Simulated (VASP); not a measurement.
A run of VASP 6.6.1:

Contents of INCAR:

```
SYSTEM = RhN
PREC = Accurate
ENCUT = 520
EDIFF = 1E-6
ISMEAR = -1
SIGMA = 0.1
LREAL = .FALSE.
LASPH = .TRUE.
NELM = 60
ALGO = Normal
ISIF = 2
LWAVE = .FALSE.
LCHARG = .FALSE.
NBANDS = 17
```

The input KPOINTS:

```
regular mesh
0
G
  15 15 15
  0 0 0
```

File POSCAR:

```
RhN
1.0
    2.5047273501      0.0000000000      0.0000000000
    0.0000000000      2.5047273501      0.0000000000
    0.0000000000      0.0000000000      2.5047273501
Rh N
1 1
Direct
    0.0000000000      0.0000000000      0.0000000000
    0.5000000000      0.5000000000      0.5000000000
```

Potentials or basis: VASP PAW LDA potentials, release 64 (Rh_pv, N).

The run is started by

```console
$ cat potpaw_LDA.64/Rh_pv/POTCAR potpaw_LDA.64/N/POTCAR > POTCAR
$ mpirun -np 1 vasp_std > vasp.out
```

Hardware: 1 thread of Intel(R) Xeon(R) 6975P-C (Granite Rapids), with other jobs on the host.

Estimate the wall time of this run.

Run time: 10 s on 1 thread of Intel(R) Xeon(R) 6975P-C (Granite Rapids), on a shared host, peak memory 0.13 GiB. Counts: scf iterations 13, k points 120.
